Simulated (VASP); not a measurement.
# HPb27S in VASP: single point with PBE

Aim: the single point of HPb27S with PBE.

Everything below comes from runs of VASP 6.6.1. Logs are shortened: lines on timing, memory, paths and dates and some standing lists are left out, and cuts for length are marked.

## 1. The cell of the first run

The cell holds a slab with vacuum, 29 atoms: a = 10.501 Å, b = 10.501 Å, c = 17.950 Å, α = 90.00°, β = 90.00°, γ = 90.00°.

## 2. Single point, PBE

File INCAR:

```
SYSTEM = HPb27S
ALGO     = Normal         ! electronic algorithm
EDIFF    = 1E-6           ! SCF threshold, eV
ENCUT    = 520            ! plane-wave cutoff, eV
GGA      = PE             ! functional
ISIF     = 2              ! what is computed and relaxed
ISMEAR   = -1             ! smearing method
LASPH    = .True.         ! aspherical terms in the spheres
LCHARG   = .True.         ! write CHGCAR
LELF     = .True.         ! ELF
LREAL    = Auto         
LVHAR    = .True.       
LWAVE    = .False.        ! write WAVECAR
NBANDS   = 212            ! bands
NELM     = 60             ! most SCF steps
PREC     = Accurate       ! precision mode
SIGMA    = 0.1            ! smearing width, eV
```

File KPOINTS:

```
k-points
0
Gamma
  1 1 1
  0 0 0
```

File POSCAR:

```
HPb27S
1.0
   10.5005360000      0.0000000000      0.0000000000
    0.0000000000     10.5005360000      0.0000000000
    0.0000000000      0.0000000000     17.9500000000
Pb S H
27 1 1
Direct
    0.0000000000      0.0000000000      0.0557103064
    0.3333353650      0.0000000000      0.0557103064
    0.6666707300      0.0000000000      0.0557103064
    0.0000000000      0.3333353650      0.0557103064
    0.3333353650      0.3333353650      0.0557103064
    0.6666707300      0.3333353650      0.0557103064
    0.0000000000      0.6666707300      0.0557103064
    0.3333353650      0.6666707300      0.0557103064
    0.6666707300      0.6666707300      0.0557103064
    0.1665534026      0.1668962422      0.1926852368
    0.4994983113      0.1674200250      0.1930250696
    0.8340812317      0.1674962116      0.1922005571
    0.1673247918      0.4999554308      0.1930863510
    0.5000030475      0.4999554308      0.1932924791
    0.8324717900      0.5001078040      0.1933203343
    0.1664200761      0.8331860393      0.1927130919
    0.4997935343      0.8326717798      0.1930584958
    0.8341478949      0.8323384635      0.1921281337
    0.0000571399     -0.0000285700      0.3225849582
    0.3327544422     -0.0000666633      0.3245403900
    0.6674992591      0.0002952230      0.3256657382
   -0.0001809431      0.3331448985      0.3219387187
    0.3333639349      0.3334877381      0.3222172702
    0.6667850098      0.3339829510      0.3225013928
   -0.0001523732      0.6668802431      0.3219442897
    0.3332972717      0.6664136002      0.3223119777
    0.6668516731      0.6660517139      0.3224066852
    0.5168688532      0.0019427580      0.4159498607
    0.4505293825     -0.0867003361      0.4596490251
```

Potentials or basis: VASP PAW PBE potentials, release 64 (Pb_d, S, H).

Started as:

```bash
> cat potpaw_PBE.64/Pb_d/POTCAR potpaw_PBE.64/S/POTCAR potpaw_PBE.64/H/POTCAR > POTCAR
> mpirun -np 1 vasp_gam > vasp.out
```

OUTCAR:

```text
SYSTEM = HPb27S
   EDIFF = 1E-6
   ENCUT = 520
   GGA = PE
   ISIF = 2
   ISMEAR = -1
   LASPH = .True.
   LREAL = Auto
   NELM = 60
   PREC = Accurate

 ion  position               nearest neighbor table
   1  0.000  0.000  0.056-  18 3.48  12 3.48  16 3.49  10 3.49   3 3.50   7 3.50   4 3.50   2 3.50

   2  0.333  0.000  0.056-  10 3.49  16 3.49  11 3.49  17 3.50   8 3.50   3 3.50   5 3.50   1 3.50

   3  0.667  0.000  0.056-  12 3.49  18 3.49  17 3.50  11 3.50   1 3.50   9 3.50   2 3.50   6 3.50

   4  0.000  0.333  0.056-  12 3.47  10 3.49  13 3.50   6 3.50   7 3.50   5 3.50   1 3.50  15 3.50

   5  0.333  0.333  0.056-  11 3.49  10 3.49  13 3.49  14 3.50   6 3.50   8 3.50   2 3.50   4 3.50

   6  0.667  0.333  0.056-  12 3.48  11 3.49  15 3.49  14 3.50   4 3.50   5 3.50   9 3.50   3 3.50
[... 37 lines left out ...]
  25  1.000  0.667  0.322-  18 3.39  15 3.39  16 3.39  13 3.39  27 3.50  19 3.50  26 3.50  22 3.50

  26  0.333  0.666  0.322-  13 3.39  14 3.39  17 3.39  16 3.40  23 3.50  25 3.50  20 3.50  27 3.50

  27  0.667  0.666  0.322-  15 3.38  14 3.39  17 3.40  18 3.41  24 3.49  25 3.50  26 3.50  21 3.51

  28  0.517  0.002  0.416-  29 1.40  21 2.26  20 2.54
  29  0.451  0.913  0.460-  28 1.40

  LATTYP: Found a simple tetragonal cell.
 ALAT       =    10.5005360000
 C/A-ratio  =     1.7094365469

  Lattice vectors:

 A1 = (  10.5005360000,   0.0000000000,   0.0000000000)
 A2 = (   0.0000000000,  10.5005360000,   0.0000000000)
 A3 = (   0.0000000000,   0.0000000000,  17.9500000000)

Analysis of symmetry for initial positions (statically):
=====================================================================
 Subroutine PRICEL returns:
 Original cell was already a primitive cell.

 Routine SETGRP: Setting up the symmetry group for a
 simple tetragonal supercell.

 Subroutine GETGRP returns: Found  1 space group operations
 (whereof  1 operations were pure point group operations)
 out of a pool of 16 trial point group operations.

The static configuration has the point symmetry C_1 .

Analysis of symmetry for dynamics (positions and initial velocities):
=====================================================================
 Subroutine PRICEL returns:
 Original cell was already a primitive cell.

 Routine SETGRP: Setting up the symmetry group for a
 simple tetragonal supercell.

 Subroutine GETGRP returns: Found  1 space group operations
 (whereof  1 operations were pure point group operations)
 out of a pool of 16 trial point group operations.

The dynamic configuration has the point symmetry C_1 .

 Subroutine INISYM returns: Found  1 space group operations
 (whereof  1 operations are pure point group operations),
 and found     1 'primitive' translations

----------------------------------------------------------------------------------------

                                     Primitive cell

  volume of cell :    1979.1896

  direct lattice vectors                    reciprocal lattice vectors
    10.500536000  0.000000000  0.000000000     0.095233234  0.000000000  0.000000000
     0.000000000 10.500536000  0.000000000     0.000000000  0.095233234  0.000000000
     0.000000000  0.000000000 17.950000000     0.000000000  0.000000000  0.055710306

  length of vectors
    10.500536000 10.500536000 17.950000000     0.095233234  0.095233234  0.055710306

  position of ions in fractional coordinates (direct lattice)
     0.000000000  0.000000000  0.055710306
     0.333335365  0.000000000  0.055710306
     0.666670730  0.000000000  0.055710306
     0.000000000  0.333335365  0.055710306
     0.333335365  0.333335365  0.055710306
     0.666670730  0.333335365  0.055710306
[... 21 lines left out ...]
     0.516868853  0.001942758  0.415949861
     0.450529383  0.913299664  0.459649025

  ion indices of the primitive-cell ions
   primitive index   ion index
                 1           1
                 2           2
                 3           3
                 4           4
                 5           5
                 6           6
[... 21 lines left out ...]
                28          28
                29          29

----------------------------------------------------------------------------------------

 KPOINTS: k-points

Automatic generation of k-mesh.
 Grid dimensions read from file:
 generate k-points for:    1    1    1

 Generating k-lattice:

  Cartesian coordinates                     Fractional coordinates (reciprocal lattice)
     0.095233234  0.000000000  0.000000000     1.000000000  0.000000000  0.000000000
     0.000000000  0.095233234  0.000000000     0.000000000  1.000000000  0.000000000
     0.000000000  0.000000000  0.055710306     0.000000000  0.000000000  1.000000000

  Length of vectors
     0.095233234  0.095233234  0.055710306

  Shift w.r.t. Gamma in fractional coordinates (k-lattice)
     0.000000000  0.000000000  0.000000000

 Subroutine IBZKPT returns following result:
 ===========================================

 Found      1 irreducible k-points:

 Following reciprocal coordinates:
            Coordinates               Weight
  0.000000  0.000000  0.000000      1.000000
   k-points           NKPTS =      1   k-points in BZ     NKDIM =      1   number of bands    NBANDS=    212
   number of dos      NEDOS =    301   number of ions     NIONS =     29
   total plane-waves  NPLWV = 896000
   dimension x,y,z NGX =    80 NGY =   80 NGZ =  140
   dimension x,y,z NGXF=   160 NGYF=  160 NGZF=  280
   ions per type =              27   1   1
   NGX,Y,Z   is equivalent  to a cutoff of  12.67, 12.67, 12.97 a.u.
   NGXF,Y,Z  is equivalent  to a cutoff of  25.33, 25.33, 25.93 a.u.
 SYSTEM =  HPb27S
   PREC   = accura    normal or accurate (medium, high low for compatibility)
   ISTART =      0    job   : 0-new  1-cont  2-samecut
   ICHARG =      2    charge: 1-file 2-atom 10-const
   ISPIN  =      1    spin polarized calculation?
   LNONCOLLINEAR =      F non collinear calculations
   LSORBIT =      F    spin-orbit coupling
   LASPH  =      T    aspherical Exc in radial PAW
   ENCUT  =  520.0 eV  38.22 Ry    6.18 a.u.  19.52 19.52 33.38*2*pi/ulx,y,z
   NELM   =     60;   NELMIN=  2; NELMDL= -5     # of ELM steps
   EDIFF  = 0.1E-05   stopping-criterion for ELM
   LREAL  =      T    real-space projection
   EDIFFG = 0.1E-04   stopping-criterion for IOM
   NSW    =      0    number of steps for IOM
   IBRION =     -1    ionic relax: 0-MD 1-quasi-New 2-CG
   NFREE  =      0    steps in history (QN), initial steepest desc. (CG)
   ISIF   =      2    stress and relaxation
   ISYM   =      2    0-nonsym 1-usesym 2-fastsym
   POTIM  = 0.5000    time-step for ionic-motion
   TEBEG  =    0.0;   TEEND  =   0.0 temperature during run
   PSTRESS=    0.0 pullay stress
   NELECT =     385.0000    total number of electrons
   NUPDOWN=      -1.0000    fix difference up-down
   EMIN   =  10.00;   EMAX   =-10.00  energy-range for DOS
   EFERMI =   0.00;   METHOD = LEGACY
   ISMEAR =    -1;   SIGMA  =   0.10  broadening in eV -4-tet -1-fermi 0-gaus
   EFERMI_NEDOS =   21; number of points for ismear=-14 and -15
   IALGO  =     38    algorithm
   IMIX   =      4    mixing-type and parameters
     AMIX     =   0.40;   BMIX     =  1.00
     AMIX_MAG =   1.60;   BMIX_MAG =  1.00
  volume/ion in A,a.u.               =      68.25       460.56
  Fermi-wavevector in a.u.,A,eV,Ry     =   0.948562  1.792523 12.242125  0.899771
  Thomas-Fermi vector in A             =   2.076763
   LORBIT       =      0    0 simple, 1 ext, 2 COOP (PROOUT), +10 PAW based schemes
   GGA     = PE    functional components
   LHFCALC =     F    Hartree Fock is set to
   AEXX    =    0.0000 exact exchange contribution
   IVDW    =     0    specifies the selected vdW correction
   LEPSILON=     F    determine dielectric tensor
   LRPA    =     F    only Hartree local field effects (RPA)
 non-spin polarized calculation
  energy-cutoff  :      520.00
  volume of cell :     1979.19
 maximum number of plane-waves:     26666
 NGX is ok and might be reduce to    80
   NGX = 39   NGY = 39   NGZ = 67

 number of electron     385.0000002 magnetization

 Free energy of the ion-electron system (eV)
  ---------------------------------------------------
  ext. energy  EPLUGINS =         0.00000000
  ---------------------------------------------------
  free energy    TOTEN  =       -93.49630580 eV

  energy without entropy =      -92.20654036  energy(sigma->0) =      -92.85142308

 E-fermi :   0.8321     XC(G=0):  -5.1628

 val. band max:        0.7872992836   @ k =   0.0000   0.0000   0.0000
 cond. band min:       0.8530703967   @ k =   0.0000   0.0000   0.0000
 fundamental gap:      0.0657711131
 Fermi energy:         0.8320950469

 k-point     1 :       0.0000    0.0000    0.0000
  band No.  band energies     occupation
      1     -16.9600      2.00000
      2     -16.3008      2.00000
      3     -16.2363      2.00000
      4     -16.2143      2.00000
      5     -16.1996      2.00000
      6     -16.1543      2.00000
[... 196 lines left out ...]
    203       1.3869      0.00776
    204       1.6536      0.00054
 [bands above 204 left out]

------------------------ aborting loop because EDIFF is reached ----------------------------------------

  FORCE on cell =-STRESS in cart. coord.  units (eV):
  Direction    XX          YY          ZZ          XY          YZ          ZX
  --------------------------------------------------------------------------------------
  -------------------------------------------------------------------------------------
  Total       22.1563257     15.4768804    -17.3855145     -0.9226918      0.2633345     -3.4582227
  in kB       17.9358075     12.5287176    -14.0737795     -0.7469299      0.2131724     -2.7994721
  external PRESSURE =       5.4635819 kB  Pullay stress =       0.0000000 kB

 VOLUME and BASIS-vectors are now :
 -----------------------------------------------------------------------------
  energy-cutoff  :      520.00
  volume of cell :     1979.19
      direct lattice vectors                 reciprocal lattice vectors
    10.500536000  0.000000000  0.000000000     0.095233234  0.000000000  0.000000000
     0.000000000 10.500536000  0.000000000     0.000000000  0.095233234  0.000000000
     0.000000000  0.000000000 17.950000000     0.000000000  0.000000000  0.055710306

 POSITION                                       TOTAL-FORCE (eV/Angst)
 -----------------------------------------------------------------------------------
      0.00000      0.00000      1.00000         0.056405      0.014349      0.305540
      3.50020      0.00000      1.00000        -0.086716      0.034786      0.733935
      7.00040      0.00000      1.00000         0.040323     -0.051605      0.751554
      0.00000      3.50020      1.00000        -0.031631     -0.281410      1.082070
      3.50020      3.50020      1.00000         0.024121     -0.021500      0.669731
      7.00040      3.50020      1.00000         0.008758      0.111425      0.573405
[... 21 lines left out ...]
      5.42740      0.02040      7.46630        -2.603512      0.063551      4.869704
      4.73080      9.59014      8.25070         0.413601      0.109617     -0.342045
 -----------------------------------------------------------------------------------
    total drift:                                0.002500      0.006436     -0.002559

  FREE ENERGIE OF THE ION-ELECTRON SYSTEM (eV)
  ---------------------------------------------------
  free  energy   TOTEN  =       -93.4963057957 eV

  energy  without entropy=      -92.2065403621  energy(sigma->0) =      -92.85142308
```

It took 29 min on 1 thread of AMD EPYC 7R43 (Zen 3), shared host; peak memory 1.6 GiB.

What came out:

```
Free energy            : -93.4963 eV
Largest force          : 5.522 eV/Å
Band gap on the k mesh : zero (an odd number of electrons rules out a gap without spin polarisation)
```

Forces on the atoms (eV/Å):
```
Pb   0.056  0.014  0.306
Pb  -0.087  0.035  0.734
Pb   0.040 -0.052  0.752
Pb  -0.032 -0.281  1.082
Pb   0.024 -0.021  0.670
Pb   0.009  0.111  0.573
Pb   0.047  0.252  0.991
Pb  -0.037 -0.036  0.646
Pb   0.043 -0.023  0.647
Pb  -0.104  0.111 -0.436
Pb  -0.047  0.034 -0.227
Pb   0.147  0.165 -0.482
Pb  -0.056 -0.020 -0.274
Pb   0.012  0.002 -0.106
Pb   0.052  0.002 -0.276
Pb  -0.118 -0.111 -0.446
Pb   0.000 -0.003 -0.175
Pb   0.091 -0.137 -0.374
Pb  -0.050 -0.030 -0.166
Pb  -1.670 -0.029 -1.285
Pb   3.925 -0.203 -3.771
Pb  -0.002 -0.038 -0.541
Pb   0.009 -0.023 -0.496
Pb  -0.054 -0.005 -0.447
Pb  -0.016  0.045 -0.552
Pb   0.012  0.020 -0.437
Pb  -0.005  0.049 -0.438
S   -2.604  0.064  4.870
H    0.414  0.110 -0.342
```

Caveat: the k points lie up to 0.60 Å⁻¹ apart, too coarse for converged energies and pressures of a metal; there is no dipole correction, which matters where the two faces differ; spin-orbit coupling is left out, which moves the levels of the heavy elements.

The gap in the log of VASP goes by the Fermi energy; the results here count the filled bands.